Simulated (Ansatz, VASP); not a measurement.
One calculation of MoS2, two programs

```
Mo S
1.0
     3.16882    0.00000    0.00000
    -1.58441    2.74428    0.00000
     0.00000    0.00000   12.34533
Mo S
2 4
Direct
  0.33333 0.66667 0.25000
  0.66667 0.33333 0.75000
  0.33333 0.66667 0.62414
  0.66667 0.33333 0.12414
  0.33333 0.66667 0.87586
  0.66667 0.33333 0.37586
```

Alike in both runs: functional r2SCAN; dispersion D3(BJ); k mesh 12 × 12 × 4; occupations gaussian, width 0.02 eV; no spin polarisation.

Ansatz relaxed the structure, and its values are those at the end. VASP's run is a single point on that final structure, the one shown.

|  | VASP | Ansatz |
| --- | --- | --- |
| version | VASP 6.6.1 | Ansatz 0.2.0 |
| potentials or method | VASP PAW PBE potentials, release 64 (Mo_sv, S), cutoff 520 eV | scalar-relativistic, plane waves, PAW |
| valence electrons in the cell | 52 | 52 |

|  | VASP | Ansatz | Ansatz less VASP |
| --- | --- | --- | --- |
| gap on the k mesh at the Fermi level (eV) | 1.02 | 1.01 | -0.011 |
| least direct gap on the mesh (eV) | 1.76 | 1.75 | -0.008 |
| pressure (GPa) | 0.1 | 0.0 | -0.06 |

VASP's potentials were made for PBE, not for r2SCAN. Ansatz's warnings: dispersion damping borrowed.
